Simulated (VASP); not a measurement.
# Cr (P6_3/mmc) in VASP: notebook

The runs below take Cr through single point, relaxation of shape and atoms at fixed volume, with r2SCAN.

All numbers are computed with VASP 6.6.1; they aren't measurements. Logs are shortened: lines on timing, memory, paths and dates and some standing lists are left out, and cuts for length are marked.

### 1 The cell of the first run

The structure is hexagonal, space group P6_3/mmc (No. 194). Conventional cell: a = 2.527 Å, b = 2.527 Å, c = 4.648 Å, α = 90.00°, β = 90.00°, γ = 120.00°. Within 3.3 Å of Cr (site symmetry -6m2) lie 12 Cr at 2.53 to 2.74 Å.

### 2 Single point, r2SCAN (volume scaled by 1.10, then relaxed in part)

The input, POSCAR:

```
Cr
1.0
    2.5268031732      0.0000000000      0.0000000000
   -1.2634015866      2.1882757384      0.0000000000
    0.0000000000      0.0000000000      4.6479827317
Cr
2
Direct
    0.3333333333      0.6666666667      0.2500000000
    0.6666666667      0.3333333333      0.7500000000
```

The input, INCAR.step1:

```
ALGO = Normal ; EDIFF = 1E-4
ENCUT = 520 ; GGA = PE
ISMEAR = 0 ; LASPH = T
LCHARG = F ; LREAL = F
LWAVE = T ; NBANDS = 19
NELM = 100 ; PREC = Accurate
SIGMA = 0.1
```

The input, INCAR.step2:

```
ALGO = Normal ; EDIFF = 1E-7
ENCUT = 520 ; ISIF = 2
ISMEAR = 0 ; ISTART = 1
LASPH = T ; LCHARG = F
LMIXTAU = T ; LREAL = F
LWAVE = F ; METAGGA = R2SCAN
NBANDS = 19 ; NELM = 100
PREC = Accurate ; SIGMA = 0.1
```

The input, KPOINTS:

```
k-points
0
Gamma
  18 18 10
```

Potentials or basis: VASP PAW PBE potentials, release 64 (Cr_pv).

Started as:

```bash
$ cat potpaw_PBE.64/Cr_pv/POTCAR > POTCAR
$ cp INCAR.step1 INCAR
$ mpirun -np 1 vasp_std > vasp.out
$ cp INCAR.step2 INCAR
$ mpirun -np 1 vasp_std > vasp.out
```

OUTCAR:

```text
EDIFF = 1E-7
   ENCUT = 520
   ISIF = 2
   ISMEAR = 0
   ISTART = 1
   LASPH = T
   LREAL = F
   METAGGA = R2SCAN
   NELM = 100
   PREC = Accurate

 ion  position               nearest neighbor table
   1  0.333  0.667  0.250-   2 2.74   2 2.74   2 2.74   2 2.74   2 2.74   2 2.74
   2  0.667  0.333  0.750-   1 2.74   1 2.74   1 2.74   1 2.74   1 2.74   1 2.74

  LATTYP: Found a hexagonal cell.
 ALAT       =     2.5268031732
 C/A-ratio  =     1.8394716221

  Lattice vectors:

 A1 = (   2.5268031732,   0.0000000000,   0.0000000000)
 A2 = (  -1.2634015866,   2.1882757384,   0.0000000000)
 A3 = (   0.0000000000,   0.0000000000,   4.6479827317)

Analysis of symmetry for initial positions (statically):
=====================================================================
 Subroutine PRICEL returns:
 Original cell was already a primitive cell.

 Routine SETGRP: Setting up the symmetry group for a
 hexagonal supercell.

 Subroutine GETGRP returns: Found 24 space group operations
 (whereof 12 operations were pure point group operations)
 out of a pool of 24 trial point group operations.

The static configuration has the point symmetry D_3d.
 The point group associated with its full space group is D_6h.

Analysis of symmetry for dynamics (positions and initial velocities):
=====================================================================
 Subroutine PRICEL returns:
 Original cell was already a primitive cell.

 Routine SETGRP: Setting up the symmetry group for a
 hexagonal supercell.

 Subroutine GETGRP returns: Found 24 space group operations
 (whereof 12 operations were pure point group operations)
 out of a pool of 24 trial point group operations.

The dynamic configuration has the point symmetry D_3d.
 The point group associated with its full space group is D_6h.

 Subroutine INISYM returns: Found 24 space group operations
 (whereof 12 operations are pure point group operations),
 and found     1 'primitive' translations

----------------------------------------------------------------------------------------

                                     Primitive cell

  volume of cell :      25.7003

  direct lattice vectors                    reciprocal lattice vectors
     2.526803173  0.000000000  0.000000000     0.395756983  0.228490401  0.000000000
    -1.263401587  2.188275738  0.000000000     0.000000000  0.456980801  0.000000000
     0.000000000  0.000000000  4.647982732     0.000000000  0.000000000  0.215147099

  length of vectors
     2.526803173  2.526803173  4.647982732     0.456980801  0.456980801  0.215147099

  position of ions in fractional coordinates (direct lattice)
     0.333333333  0.666666667  0.250000000
     0.666666667  0.333333333  0.750000000

  ion indices of the primitive-cell ions
   primitive index   ion index
                 1           1
                 2           2

----------------------------------------------------------------------------------------

 KPOINTS: k-points

Automatic generation of k-mesh.
 Grid dimensions read from file:
 generate k-points for:   18   18   10

 Generating k-lattice:

  Cartesian coordinates                     Fractional coordinates (reciprocal lattice)
     0.021986499  0.012693911  0.000000000     0.055555556  0.000000000  0.000000000
     0.000000000  0.025387822  0.000000000     0.000000000  0.055555556  0.000000000
     0.000000000  0.000000000  0.021514710     0.000000000  0.000000000  0.100000000

  Length of vectors
     0.025387822  0.025387822  0.021514710

  Shift w.r.t. Gamma in fractional coordinates (k-lattice)
     0.000000000  0.000000000  0.000000000

 Subroutine IBZKPT returns following result:
 ===========================================

 Found    222 irreducible k-points:

 Following reciprocal coordinates:
            Coordinates               Weight
  0.000000  0.000000  0.000000      1.000000
  0.055556  0.000000  0.000000      6.000000
  0.111111  0.000000  0.000000      6.000000
  0.166667 -0.000000  0.000000      6.000000
  0.222222  0.000000  0.000000      6.000000
  0.277778 -0.000000  0.000000      6.000000
[... 16 lines left out ...]
  0.333333  0.111111  0.000000     12.000000
  0.388889  0.111111  0.000000     12.000000
 [... further k-points ...]
   k-points           NKPTS =    222   k-points in BZ     NKDIM =    222   number of bands    NBANDS=     19
   number of dos      NEDOS =    301   number of ions     NIONS =      2
   total plane-waves  NPLWV =  14400
   dimension x,y,z NGX =    20 NGY =   20 NGZ =   36
   dimension x,y,z NGXF=    40 NGYF=   40 NGZF=   72
   ions per type =               2
   NGX,Y,Z   is equivalent  to a cutoff of  13.16, 13.16, 12.88 a.u.
   NGXF,Y,Z  is equivalent  to a cutoff of  26.32, 26.32, 25.75 a.u.
 SYSTEM =  unknown system
   PREC   = accura    normal or accurate (medium, high low for compatibility)
   ISTART =      1    job   : 0-new  1-cont  2-samecut
   ICHARG =      0    charge: 1-file 2-atom 10-const
   ISPIN  =      1    spin polarized calculation?
   LNONCOLLINEAR =      F non collinear calculations
   LSORBIT =      F    spin-orbit coupling
   LASPH  =      T    aspherical Exc in radial PAW
   ENCUT  =  520.0 eV  38.22 Ry    6.18 a.u.   4.70  4.70  8.64*2*pi/ulx,y,z
   NELM   =    100;   NELMIN=  2; NELMDL=  0     # of ELM steps
   EDIFF  = 0.1E-06   stopping-criterion for ELM
   LREAL  =      F    real-space projection
   EDIFFG = 0.1E-05   stopping-criterion for IOM
   NSW    =      0    number of steps for IOM
   IBRION =     -1    ionic relax: 0-MD 1-quasi-New 2-CG
   NFREE  =      0    steps in history (QN), initial steepest desc. (CG)
   ISIF   =      2    stress and relaxation
   ISYM   =      2    0-nonsym 1-usesym 2-fastsym
   POTIM  = 0.5000    time-step for ionic-motion
   TEBEG  =    0.0;   TEEND  =   0.0 temperature during run
   PSTRESS=    0.0 pullay stress
   NELECT =      24.0000    total number of electrons
   NUPDOWN=      -1.0000    fix difference up-down
   EMIN   =  10.00;   EMAX   =-10.00  energy-range for DOS
   EFERMI =   0.00;   METHOD = LEGACY
   ISMEAR =     0;   SIGMA  =   0.10  broadening in eV -4-tet -1-fermi 0-gaus
   EFERMI_NEDOS =   21; number of points for ismear=-14 and -15
   IALGO  =     38    algorithm
   IMIX   =      4    mixing-type and parameters
     AMIX     =   0.40;   BMIX     =  1.00
     AMIX_MAG =   1.60;   BMIX_MAG =  1.00
  volume/ion in A,a.u.               =      12.85        86.72
  Fermi-wavevector in a.u.,A,eV,Ry     =   1.600169  3.023881 34.838284  2.560542
  Thomas-Fermi vector in A             =   2.697347
   LORBIT       =      0    0 simple, 1 ext, 2 COOP (PROOUT), +10 PAW based schemes
   METAGGA = R2SCAN    functional components
   LHFCALC =     F    Hartree Fock is set to
   AEXX    =    0.0000 exact exchange contribution
   IVDW    =     0    specifies the selected vdW correction
   LEPSILON=     F    determine dielectric tensor
   LRPA    =     F    only Hartree local field effects (RPA)
 non-spin polarized calculation
 Gauss-broadening in eV      SIGMA  =   0.10
  energy-cutoff  :      520.00
  volume of cell :       25.70
 maximum number of plane-waves:       726
 NGX is ok and might be reduce to    20
   NGX =  9   NGY =  9   NGZ = 17

 number of electron      23.9999991 magnetization

 Free energy of the ion-electron system (eV)
  ---------------------------------------------------
  ext. energy  EPLUGINS =         0.00000000
  ---------------------------------------------------
  free energy    TOTEN  =       -28.54240586 eV

  energy without entropy =      -28.52955399  energy(sigma->0) =      -28.53597992

 E-fermi :   9.3837     XC(G=0): -14.2619

 val. band max:        9.3819627850   @ k =   0.0556   0.0000   0.1000
 cond. band min:       9.3939129122   @ k =   0.3889   0.0556   0.4000
 fundamental gap:      0.0119501273
 Fermi energy:         9.3837199267

 k-point     1 :       0.0000    0.0000    0.0000
  band No.  band energies     occupation
      1     -35.5268      2.00000
      2     -35.0315      2.00000
      3     -34.8134      2.00000
      4     -34.8133      2.00000
      5     -34.7701      2.00000
      6     -34.7701      2.00000
[... 11 lines left out ...]
     18      11.5332      0.00000
     19      12.5833      0.00000

 k-point     2 :       0.0556    0.0000    0.0000
  band No.  band energies     occupation
      1     -35.5199      2.00000
      2     -35.0316      2.00000
      3     -34.8364      2.00000
      4     -34.8194      2.00000
      5     -34.7936      2.00000
      6     -34.7746      2.00000
[... 11 lines left out ...]
     18      11.8007      0.00000
     19      12.5829      0.00000

 k-point     3 :       0.1111    0.0000    0.0000
  band No.  band energies     occupation
      1     -35.4999      2.00000
      2     -35.0320      2.00000
      3     -34.9027      2.00000
      4     -34.8605      2.00000
      5     -34.8366      2.00000
      6     -34.7874      2.00000
[... 11 lines left out ...]
     18      12.4519      0.00000
     19      12.5817      0.00000

 k-point     4 :       0.1667   -0.0000    0.0000
  band No.  band energies     occupation
      1     -35.4684      2.00000
      2     -35.0334      2.00000
      3     -35.0042      2.00000
      4     -34.9615      2.00000
      5     -34.8625      2.00000
      6     -34.8074      2.00000
[... 11 lines left out ...]
     18      12.5800      0.00000
     19      12.6726      0.00000

 k-point     5 :       0.2222    0.0000    0.0000
  band No.  band energies     occupation
      1     -35.4279      2.00000
      2     -35.1286      2.00000
      3     -35.0831      2.00000
      4     -35.0369      2.00000
      5     -34.8938      2.00000
      6     -34.8322      2.00000
[... 11 lines left out ...]
     18      12.5777      0.00000
     19      12.6709      0.00000

 k-point     6 :       0.2778   -0.0000    0.0000
  band No.  band energies     occupation
      1     -35.3818      2.00000
      2     -35.2606      2.00000
      3     -35.2100      2.00000
      4     -35.0436      2.00000
      5     -34.9267      2.00000
      6     -34.8589      2.00000
[... 11 lines left out ...]
     18      12.5762      0.00000
     19      12.6686      0.00000

 k-point     7 :       0.3333   -0.0000    0.0000
  band No.  band energies     occupation
      1     -35.3839      2.00000
      2     -35.3342      2.00000
      3     -35.3273      2.00000
      4     -35.0540      2.00000
      5     -34.9572      2.00000
      6     -34.8840      2.00000
[... 11 lines left out ...]
     18      12.5772      0.00000
     19      12.6662      0.00000

 k-point     8 :       0.3889   -0.0000    0.0000
  band No.  band energies     occupation
      1     -35.4837      2.00000
      2     -35.4217      2.00000
      3     -35.2901      2.00000
      4     -35.0678      2.00000
      5     -34.9819      2.00000
      6     -34.9046      2.00000
[... 256 lines left out ...]
 k-point    20 :       0.1667    0.1111    0.0000
  band No.  band energies     occupation
      1     -35.4115      2.00000
      2     -35.1489      2.00000
      3     -35.1285      2.00000
      4     -35.0389      2.00000
      5     -34.9134      2.00000
      6     -34.8651      2.00000
[... 11 lines left out ...]
     18      12.5775      0.00000
     19      12.6712      0.00000

 k-point    21 :       0.2222    0.1111    0.0000
  band No.  band energies     occupation
      1     -35.3671      2.00000
      2     -35.2660      2.00000
      3     -35.2335      2.00000
      4     -35.0462      2.00000
      5     -34.9561      2.00000
      6     -34.8994      2.00000
[... 11 lines left out ...]
     18      12.5775      0.00000
     19      12.6719      0.00000

 k-point    22 :       0.2778    0.1111    0.0000
  band No.  band energies     occupation
      1     -35.3759      2.00000
      2     -35.3299      2.00000
      3     -35.3209      2.00000
      4     -35.0574      2.00000
      5     -34.9966      2.00000
      6     -34.9314      2.00000
[... 11 lines left out ...]
     18      12.5809      0.00000
     19      12.6817      0.00000

 k-point    23 :       0.3333    0.1111    0.0000
  band No.  band energies     occupation
      1     -35.4646      2.00000
      2     -35.4079      2.00000
      3     -35.2778      2.00000
      4     -35.0720      2.00000
      5     -35.0296      2.00000
      6     -34.9573      2.00000
[... 11 lines left out ...]
     18      12.5874      0.00000
     19      12.7886      0.00000

 k-point    24 :       0.3889    0.1111    0.0000
  band No.  band energies     occupation
      1     -35.5222      2.00000
      2     -35.4586      2.00000
      3     -35.2442      2.00000
      4     -35.0870      2.00000
      5     -35.0511      2.00000
      6     -34.9743      2.00000
[... 11 lines left out ...]
     18      12.5909      0.00000
     19      13.3425      0.00000

 [... further k-points ...]

------------------------ aborting loop because EDIFF is reached ----------------------------------------

  FORCE on cell =-STRESS in cart. coord.  units (eV):
  Direction    XX          YY          ZZ          XY          YZ          ZX
  --------------------------------------------------------------------------------------
  -------------------------------------------------------------------------------------
  Total       -3.0733900     -3.0733900     -3.0635223     -0.0000000     -0.0000000     -0.0000000
  in kB     -191.5977031   -191.5977031   -190.9825409     -0.0000000     -0.0000000     -0.0000000
  external PRESSURE =    -191.3926490 kB  Pullay stress =       0.0000000 kB

 VOLUME and BASIS-vectors are now :
 -----------------------------------------------------------------------------
  energy-cutoff  :      520.00
  volume of cell :       25.70
      direct lattice vectors                 reciprocal lattice vectors
     2.526803173  0.000000000  0.000000000     0.395756983  0.228490401  0.000000000
    -1.263401587  2.188275738  0.000000000     0.000000000  0.456980801  0.000000000
     0.000000000  0.000000000  4.647982732     0.000000000  0.000000000  0.215147099

 POSITION                                       TOTAL-FORCE (eV/Angst)
 -----------------------------------------------------------------------------------
     -0.00000      1.45885      1.16200         0.000000      0.000000      0.000000
      1.26340      0.72943      3.48599        -0.000000     -0.000000      0.000000
 -----------------------------------------------------------------------------------
    total drift:                               -0.000000      0.000000     -0.000000

  FREE ENERGIE OF THE ION-ELECTRON SYSTEM (eV)
  ---------------------------------------------------
  free  energy   TOTEN  =       -28.5424058550 eV

  energy  without entropy=      -28.5295539887  energy(sigma->0) =      -28.53597992
```

Wall time 13 min (1 thread of Oxide Virtual Turin-like, shared host); peak memory 0.18 GiB.

What came out:

* Free energy: -28.5424 eV
* Pressure: -19.1 GPa
* Band gap on the k mesh: zero (band 12 reaches 10.40 eV, above the bottom of band 13 at 9.03 eV)

Caveat: the PAW data sets were made with another functional, which shifts forces and pressure a little; the run has no spin polarisation, though such a crystal can be magnetic.

(Part 1 of 2 ends here.)
